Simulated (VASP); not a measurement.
Wanted: the native input for a VASP 6.6.1 run.

| Quantity | Value |
| --- | --- |
| Task | single point |
| Functional | LDA |
| Potentials or basis | VASP PAW LDA potentials, release 64 (Sn_d, O) |
| Cutoff | 520 eV |
| k mesh | 6 × 6 × 6 |
| Occupations | gaussian, width 0.02 eV |
| Spin | no spin polarisation |
| Dipole correction | no |
| Further INCAR settings | ALGO = Normal; EDIFF = 1e-06; NBANDS = 64 |

The structure of SnO2 lies in POSCAR:

```
SnO2
1.0
    4.6434476654      0.0000000000      0.0000000000
    0.0000000000      5.3239496070      0.0000000000
    0.0000000000      0.0000000000      4.9624555271
Sn O
4 8
Direct
    0.5000000000      0.6884639467      0.7500000000
    0.0000000000      0.8115360533      0.2500000000
    0.5000000000      0.3115360533      0.2500000000
    0.0000000000      0.1884639467      0.7500000000
    0.7401433722      0.5832418460      0.0640590531
    0.2401433722      0.9167581540      0.9359409469
    0.7598566278      0.9167581540      0.5640590531
    0.2598566278      0.5832418460      0.4359409469
    0.7401433722      0.4167581540      0.5640590531
    0.2401433722      0.0832418460      0.4359409469
    0.7598566278      0.0832418460      0.0640590531
    0.2598566278      0.4167581540      0.9359409469
```

This cell differs from its parent crystal: volume scaled by 0.88, then relaxed in part.

The input as run:

INCAR

```
PREC     = Accurate       # precision mode
ENCUT    = 520            # plane-wave cutoff, eV
EDIFF    = 1E-6           # SCF threshold, eV
ISMEAR   = 0              # smearing method
SIGMA    = 0.02           # smearing width, eV
LREAL    = F              # projectors in reciprocal space
LASPH    = T              # aspherical terms in the spheres
NELM     = 100            # most SCF steps
ALGO     = Normal         # electronic algorithm
ISIF     = 2              # what is computed and relaxed
LWAVE    = F              # write WAVECAR
LCHARG   = T              # write CHGCAR
GGA      = CA             # functional
LELF     = T              # ELF
LVHAR    = T            
NBANDS   = 64             # bands
LUSENCCL = F
```

KPOINTS

```
Automatic mesh
0
Gamma
  6 6 6
```

Potentials or basis: VASP PAW LDA potentials, release 64 (Sn_d, O).

Command:

```sh
$ cat potpaw_LDA.64/Sn_d/POTCAR potpaw_LDA.64/O/POTCAR > POTCAR
$ mpirun -np 1 vasp_std > vasp.out
```

Results of the run:

* Pressure: 31.8 GPa
* Largest force: 0.038 eV/Å
* Band gap on the k mesh: 2.70 eV, direct

Caveat: spin-orbit coupling is left out, which moves the levels of the heavy elements.

Run time: 2.2 min on 1 × NVIDIA H100 80GB with 1 thread of AMD EPYC 7R13 Processor (Zen 3) (shared host), peak memory 1.5 GiB.
